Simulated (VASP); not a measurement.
Here is a VASP 6.6.1 calculation.

Contents of INCAR:

```
SYSTEM = FePt
  PREC = Accurate
  ENCUT = 520
  EDIFF = 1E-6
  ISMEAR = -1
  SIGMA = 0.05
  LREAL = .False.
  LASPH = .True.
  NELM = 150
  ALGO = Normal
  ISIF = 2
  LWAVE = .False.
  LCHARG = .True.
  ISPIN = 2
  MAGMOM = 0 3
  LORBIT = 11
  LMAXMIX = 4
  GGA = PS
  LELF = .True.
  LVHAR = .True.
  NBANDS = 20
```

Contents of KPOINTS:

```
Automatic mesh
0
Gamma
  10 10 7
  0 0 0
```

POSCAR

```
FePt
1.0
    2.6941731771      0.0000000000      0.0000000000
    0.0000000000      2.6941731771      0.0000000000
    0.0000000000      0.0000000000      3.6983903860
Pt Fe
1 1
Direct
    0.5000000000      0.5000000000      0.5000000000
    0.0000000000      0.0000000000      0.0000000000
```

Potentials or basis: VASP PAW PBE potentials, release 64 (Pt, Fe).

The run is started by

```console
$ cat potpaw_PBE.64/Pt/POTCAR potpaw_PBE.64/Fe/POTCAR > POTCAR
$ mpirun -np 1 vasp_std > vasp.out
```

Problem. Estimate the pressure.

Solution. -0.3 GPa.

Problem. Predict the net moment.

Solution. 3.22 μB per cell.

Stress tensor (GPa, compression positive):
```
-0.35  0.00  0.00
 0.00 -0.35  0.00
 0.00  0.00 -0.23
```

Caveat: the PAW data sets were made with another functional, which shifts forces and pressure a little.
